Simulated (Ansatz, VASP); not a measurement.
## GaSb: VASP beside Ansatz

Contents of INCAR:

```
ALGO = Normal
EDIFF = 1E-6
ENCUT = 500
GGA = PE
GGA_COMPAT = F
ISIF = 2
ISMEAR = -1
LASPH = T
LCHARG = T
LELF = T
LREAL = F
LVHAR = T
LWAVE = F
NBANDS = 16
NELM = 120
PREC = Accurate
SIGMA = 0.02
```

The input KPOINTS:

```
k-points
0
Gamma
  6 6 6
```

POSCAR

```
GaSb
1.0
    0.0000000000      3.1099061813      3.1099061813
    3.1099061813      0.0000000000      3.1099061813
    3.1099061813      3.1099061813      0.0000000000
Ga Sb
1 1
Direct
    0.0000000000      0.0000000000      0.0000000000
    0.2500000000      0.2500000000      0.2500000000
```

Input for Ansatz:

```yaml
crystal:
  lattice:
    - [0.0, 3.1099061813, 3.1099061813]
    - [3.1099061813, 0.0, 3.1099061813]
    - [3.1099061813, 3.1099061813, 0.0]
  atoms:
    - { symbol: Ga, position: [0.0, 0.0, 0.0] }
    - { symbol: Sb, position: [0.25, 0.25, 0.25] }
kpoints:
  mp_grid: { grid: [6, 6, 6] }
hamiltonian:
  xc: pbe
scf:
  occupations: { method: fermi_dirac, width: 0.02 }
  n_extra_bands: 4
output:
  forces: true
  stress: true
  eigenvalues: true
```

Alike in both runs: task single point; functional PBE; k mesh 6 × 6 × 6; occupations fermi-dirac, width 0.02 eV; no spin polarisation.

|  | VASP | Ansatz |
| --- | --- | --- |
| version | VASP 6.6.1 | Ansatz 0.2.0 |
| potentials or method | VASP PAW PBE potentials, release 64 (Ga_d, Sb) | plane waves, PAW |
| plane-wave cutoff (eV) | 500 | 420 |
| valence electrons in the cell | 18 | 28 |

|  | VASP | Ansatz | Ansatz less VASP |
| --- | --- | --- | --- |
| pressure (GPa) | 0.0 | 0.0 | -0.07 |

The functional is the same, so the differences come from potentials, cutoffs and numerics. VASP's potentials hold 18 valence electrons a cell and Ansatz's 28, so a difference there can come from the potentials and not from the codes.

Spin-orbit coupling is off throughout.
